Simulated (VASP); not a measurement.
A run of VASP 6.6.1:

File INCAR:

```
PREC = Accurate
ENCUT = 520
EDIFF = 1E-6
ISMEAR = 0
SIGMA = 0.01
LREAL = False
LASPH = True
NELM = 60
ALGO = Normal
ISIF = 2
LWAVE = False
LCHARG = True
GGA = PE
LELF = True
LVHAR = True
NBANDS = 14
```

File KPOINTS:

```
regular mesh
0
Gamma
  6 6 6
```

The input POSCAR:

```
NaF
1.0
    0.0000000000      2.3200000000      2.3200000000
    2.3200000000      0.0000000000      2.3200000000
    2.3200000000      2.3200000000      0.0000000000
Na F
1 1
Direct
    0.0000000000      0.0000000000      0.0000000000
    0.5000000000      0.5000000000      0.5000000000
```

Potentials or basis: VASP PAW PBE potentials, release 64 (Na_pv, F).

Command:

```sh
$ cat potpaw_PBE.64/Na_pv/POTCAR potpaw_PBE.64/F/POTCAR > POTCAR
$ mpirun -np 1 vasp_std > vasp.out
```

Hardware: 1 thread of AMD EPYC 7R13, on a shared host.

Question: How long does it take, and how much memory?

Answer: Run time: 9 s on 1 thread of AMD EPYC 7R13, on a shared host, peak memory 0.1 GiB. Counts: scf iterations 12, k points 16.
